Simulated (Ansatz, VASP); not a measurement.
**One calculation of HfN, two programs**

```xyz
6
Lattice="5.3005 0.0000 0.0000 -2.6502 4.5903 0.0000 0.0000 0.0000 2.9695" Properties=species:S:1:pos:R:3 pbc="T T T"
Hf    0.0000    3.0602    1.4848
Hf    2.6502    1.5301    1.4848
Hf    0.0000    0.0000    0.0000
N     2.0823    0.0000    0.0000
N     1.6091    2.7870    0.0000
N    -1.0411    1.8033    0.0000
```

Alike in both runs: task single point; functional PBEsol; k mesh 9 × 9 × 12; occupations gaussian, width 0.1 eV; no spin polarisation.

|  | VASP | Ansatz |
| --- | --- | --- |
| version | VASP 6.6.1 | Ansatz 0.2.0 |
| potentials or method | VASP PAW PBE potentials, release 64 (Hf_pv, N), cutoff 520 eV | scalar-relativistic, plane waves, PAW |
| valence electrons in the cell | 45 | 93 |

|  | VASP | Ansatz | Ansatz less VASP |
| --- | --- | --- | --- |
| gap on the k mesh at the Fermi level (eV) | none | none | - |
| pressure (GPa) | 9.3 | 10.8 | +1.52 |
| traceless stress, the component that is largest in VASP (GPa) | -2.81 | -2.59 | +0.214 |
| rms of the force components (eV/Å) | 0.288 | 0.273 | -0.0142 |

VASP's potentials were made for PBE, not for PBEsol. Atom by atom the forces differ by 0.014 eV/Å (rms over components). A gap of «none» marks a metal or a gap that the smearing closes. VASP's potentials hold 45 valence electrons a cell and Ansatz's 93, so a difference there can come from the potentials and not from the codes.

Neither program's run includes spin-orbit coupling.
